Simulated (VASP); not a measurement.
Input of a VASP 6.6.1 run:

INCAR

```
ALGO     = Normal         # electronic algorithm
EDIFF    = 1E-6           # SCF threshold, eV
ENCUT    = 520            # plane-wave cutoff, eV
GGA      = PE             # functional
ISIF     = 2              # what is computed and relaxed
ISMEAR   = 0              # smearing method
LASPH    = T              # aspherical terms in the spheres
LCHARG   = F              # write CHGCAR
LREAL    = F              # projectors in reciprocal space
LWAVE    = F              # write WAVECAR
NBANDS   = 16             # bands
NELM     = 100            # most SCF steps
PREC     = Accurate       # precision mode
SIGMA    = 0.02           # smearing width, eV
```

Contents of KPOINTS:

```
k-points
0
Gamma
  12 12 6
```

POSCAR

```
BN
1.0
    2.6370704108      0.0000000000      0.0000000000
   -1.3185352054      2.2837699673      0.0000000000
    0.0000000000      0.0000000000      4.3607891714
B N
2 2
Direct
    0.6666666667      0.3333333333      1.0002332908
    0.3333333333      0.6666666667      0.5002332908
    0.6666666667      0.3333333333      0.6247667092
    0.3333333333      0.6666666667      0.1247667092
```

Potentials or basis: VASP PAW PBE potentials, release 64 (B, N).

Launch:

```console
$ cat potpaw_PBE.64/B/POTCAR potpaw_PBE.64/N/POTCAR > POTCAR
$ mpirun -np 1 vasp_std > vasp.out
```

(1) What does it give for the pressure?

(2) What does it give for the band gap on the k mesh?

Results:

(1) -29.7 GPa.

(2) 5.38 eV, indirect (least direct gap 7.76 eV).
